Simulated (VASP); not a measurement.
Crystal: Ir.

```
CELL_PARAMETERS angstrom
0.00000 2.05414 1.50836
2.05414 0.00000 1.50836
2.05414 2.05414 0.00000
ATOMIC_POSITIONS crystal
Ir 0.00000 0.00000 0.00000
```

This cell differs from its parent crystal: volume 12.729 Å^3 an atom, c/a of the conventional cell 0.7343.

Base run:

| Item | Value |
| --- | --- |
| Program | VASP 6.6.1 |
| Functional | LDA |
| Potentials or basis | VASP PAW LDA potentials, release 64 (Ir_sv_GW) |
| Cutoff | 500 eV |
| k mesh | 22 × 22 × 22 |
| Occupations | gaussian, width 0.15 eV |
| Spin | no spin polarisation |

Its results: pressure 54.4 GPa.

The run is repeated on the same cell with these changes: potentials or basis from VASP PAW LDA potentials, release 64 (Ir_sv_GW) to VASP PAW LDA potentials, release 64 (Ir); cutoff from 500 eV to 520 eV; further incar settings from ALGO = Normal; EDIFF = 1e-06; NBANDS = 14 to ALGO = Normal; EDIFF = 1e-06; NBANDS = 10; valence electrons from 17 to 9. What comes out?

Pressure 60.1 GPa.
